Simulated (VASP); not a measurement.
Input of a VASP 6.6.1 run:

The input INCAR:

```
  PREC = Accurate
  ENCUT = 500
  EDIFF = 1E-6
  ISMEAR = 0
  SIGMA = 0.2
  LREAL = F
  LASPH = T
  NELM = 120
  ALGO = Normal
  ISIF = 2
  LWAVE = F
  LCHARG = T
  GGA = PE
  LELF = T
  LVHAR = T
  NBANDS = 18
  GGA_COMPAT = F
```

Contents of KPOINTS:

```
regular mesh
0
Gamma
  5 5 5
```

File POSCAR:

```
Al3Pd
1.0
    3.9469100000      0.0000000000      0.0000000000
    0.0000000000      3.9469100000      0.0000000000
    0.0000000000      0.0000000000      3.9469100000
Al Pd
3 1
Direct
    0.0000000000      0.5000000000      0.5000000000
    0.5000000000      0.0000000000      0.5000000000
    0.5000000000      0.5000000000      0.0000000000
    0.0000000000      0.0000000000      0.0000000000
```

Potentials or basis: VASP PAW PBE potentials, release 64 (Al, Pd).

Command:

```console
$ cat potpaw_PBE.64/Al/POTCAR potpaw_PBE.64/Pd/POTCAR > POTCAR
$ mpirun -np 1 vasp_std > vasp.out
```

Q: What does it give for the pressure?

A: 1.2 GPa.
